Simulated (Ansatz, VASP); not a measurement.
# Two plane-wave programs on SiNi

```
Si Ni
1.0
     2.79987    0.00000    0.00000
     0.00000    2.79987    0.00000
     0.00000    0.00000    2.79987
Si Ni
1 1
Direct
  0.00000 0.00000 0.00000
  0.50000 0.50000 0.50000
```

Alike in both runs: functional r2SCAN; k mesh 6 × 6 × 6; occupations gaussian, width 0.1 eV; collinear spin.

Ansatz relaxed the structure, and its values are those at the end. VASP's run is a single point on that final structure, the one shown.

|  | VASP | Ansatz |
| --- | --- | --- |
| version | VASP 6.6.1 | Ansatz 0.2.0 |
| potentials or method | VASP PAW PBE potentials, release 64 (Si, Ni), cutoff 520 eV | scalar-relativistic, plane waves, PAW |
| valence electrons in the cell | 14 | 22 |

Ansatz gave:

| Property | Result |
| --- | --- |
| gap on the k mesh at the Fermi level (eV) | none |
| pressure (GPa) | 0.0 |
| net moment per atom (μB) | 0.00 |

**Question.** Estimate VASP's values.

**Answer.** gap on the k mesh at the Fermi level (eV): none; pressure (GPa): 0.3; net moment per atom (μB): 0.00.

VASP's potentials were made for PBE, not for r2SCAN. A gap of «none» marks a metal or a gap that the smearing closes. With one functional, cell and mesh, what is left measures potentials, basis and numerics. VASP's potentials hold 14 valence electrons a cell and Ansatz's 22, so a difference there can come from the potentials and not from the codes. Ansatz's warnings: seeded moment not kept.

The k mesh is coarse, so the values compare programs but aren't converged.
